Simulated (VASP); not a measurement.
A run of VASP 6.6.1:

INCAR

```
SYSTEM = SrCl2
ALGO     = Normal         ! electronic algorithm
EDIFF    = 1E-6           ! SCF threshold, eV
ENCUT    = 500            ! plane-wave cutoff, eV
GGA_COMPAT= .FALSE.      
ISIF     = 2              ! what is computed and relaxed
ISMEAR   = 0              ! smearing method
LASPH    = .TRUE.         ! aspherical terms in the spheres
LCHARG   = .FALSE.        ! write CHGCAR
LREAL    = .FALSE.        ! projectors in reciprocal space
LWAVE    = .FALSE.        ! write WAVECAR
NBANDS   = 19             ! bands
NELM     = 120            ! most SCF steps
PREC     = Accurate       ! precision mode
SIGMA    = 0.01           ! smearing width, eV
```

Contents of KPOINTS:

```
k-points
0
G
  5 5 5
  0 0 0
```

File POSCAR:

```
SrCl2
1.0
    0.0000000000      3.4412043558      3.4412043558
    3.4412043558      0.0000000000      3.4412043558
    3.4412043558      3.4412043558      0.0000000000
Sr Cl
1 2
Direct
    0.0000000000      0.0000000000      0.0000000000
    0.2500000000      0.2500000000      0.2500000000
    0.7500000000      0.7500000000      0.7500000000
```

Potentials or basis: VASP PAW LDA potentials, release 64 (Sr_sv, Cl).

The run is started by

```bash
$ cat potpaw_LDA.64/Sr_sv/POTCAR potpaw_LDA.64/Cl/POTCAR > POTCAR
$ mpirun -np 1 vasp_std > vasp.out
```

Hardware: 1 thread of Intel Xeon 8259CL, with other jobs on the host.

Question: How long does it take, and how much memory?

Answer: Run time: 19 s on 1 thread of Intel Xeon 8259CL, with other jobs on the host, peak memory 0.18 GiB. Counts: scf iterations 13, k points 10.
